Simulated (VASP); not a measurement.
Set up this calculation in VASP 6.6.1, as the native input.

```yaml
Task: single point
Functional: PBEsol
Potentials_or_basis: VASP PAW PBE potentials, release 64 (Ta_pv)
Cutoff: 520 eV
k_mesh: 15 × 15 × 1
Occupations: fermi-dirac, width 0.05 eV
Spin: no spin polarisation
Dipole_correction: yes
Further_INCAR_settings: ALGO = Normal; EDIFF = 1e-06; NBANDS = 36
```

The structure of Ta lies in POSCAR:

```
Ta
1.0
    2.8411580232      0.0000000000      0.0000000000
   -0.9470526744      2.6786694728      0.0000000000
    0.0000000000      0.0000000000     25.2792000000
Ta
5
Direct
    0.0000000000      0.0000000000      0.3164660425
    0.5000000000      0.5000000000      0.4082330210
    0.0000000000      0.0000000000      0.5000000000
    0.5000000000      0.5000000000      0.5917669790
    0.0000000000      0.0000000000      0.6835339575
```

The input as run:

INCAR

```
PREC = Accurate
ENCUT = 520
EDIFF = 1E-6
ISMEAR = -1
SIGMA = 0.05
LREAL = False
LASPH = True
NELM = 80
ALGO = Normal
ISIF = 2
LWAVE = False
LCHARG = False
LDIPOL = True
IDIPOL = 3
DIPOL = 0.5 0.5 0.500
GGA = PS
NBANDS = 36
```

KPOINTS

```
regular mesh
0
Gamma
  15 15 1
```

Potentials or basis: VASP PAW PBE potentials, release 64 (Ta_pv).

Run with:

```sh
$ cat potpaw_PBE.64/Ta_pv/POTCAR > POTCAR
$ mpirun -np 1 vasp_std > vasp.out
```

Results of the run:

The largest force is 0.494 eV/Å and the band gap on the k mesh is zero (an odd number of electrons rules out a gap without spin polarisation).

Caveat: the PAW data sets were made with another functional, which shifts forces and pressure a little; spin-orbit coupling is left out, which moves the levels of the heavy elements.

Wall time 7.1 min on 1 thread of Intel(R) Xeon(R) 6975P-C (Granite Rapids) (shared host), peak memory 0.52 GiB.
